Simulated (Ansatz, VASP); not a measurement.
## SiC in VASP and in Ansatz

```
Si C
1.0
     0.00000    2.18986    2.18986
     2.18986    0.00000    2.18986
     2.18986    2.18986    0.00000
Si C
1 1
Cartesian
  0.0000 0.0000 0.0000
  1.0949 1.0949 1.0949
```

Alike in both runs: functional PBE; k mesh 10 × 10 × 10; occupations gaussian, width 0.02 eV; no spin polarisation.

Ansatz relaxed the structure, and its values are those at the end. VASP's run is a single point on that final structure, the one shown.

```csv
,VASP,Ansatz
version,VASP 6.6.1,Ansatz 0.2.0
potentials or method,"VASP PAW PBE potentials, release 64 (Si, C), cutoff 600 eV","scalar-relativistic, plane waves, PAW"
valence electrons in the cell,8,8
```

|  | VASP | Ansatz | Ansatz less VASP |
| --- | --- | --- | --- |
| gap on the k mesh at the Fermi level (eV) | 1.37 | 1.37 | +0.002 |
| least direct gap on the mesh (eV) | 4.53 | 4.53 | +0.008 |
| pressure (GPa) | -0.2 | 0.0 | +0.18 |

The functional is the same, so the differences come from potentials, cutoffs and numerics.
